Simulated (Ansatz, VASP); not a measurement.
**AlN in VASP and in Ansatz**

```xyz
2
Lattice="0.0000 2.2127 2.2127 2.2127 0.0000 2.2127 2.2127 2.2127 0.0000" Properties=species:S:1:pos:R:3 pbc="T T T"
Al    0.0000    0.0000    0.0000
N     1.1064    1.1064    1.1064
```

Alike in both runs: task single point; functional r2SCAN; k mesh 10 × 10 × 10; occupations fermi-dirac, width 0.05 eV; no spin polarisation.

```csv
,VASP,Ansatz
version,VASP 6.6.1,Ansatz 0.2.0
potentials or method,"VASP PAW PBE potentials, release 64 (Al, N)",Ansatz PAW
plane-wave cutoff (eV),520,500
valence electrons in the cell,8,8
```

```tsv
	VASP	Ansatz	Ansatz less VASP
gap on the k mesh at the Fermi level (eV)	3.90	3.91	+0.006
least direct gap on the mesh (eV)	4.53	4.49	-0.037
pressure (GPa)	-7.8	-7.4	+0.39
```

VASP's potentials were made for PBE, not for r2SCAN. With one functional, cell and mesh, what is left measures potentials, basis and numerics.
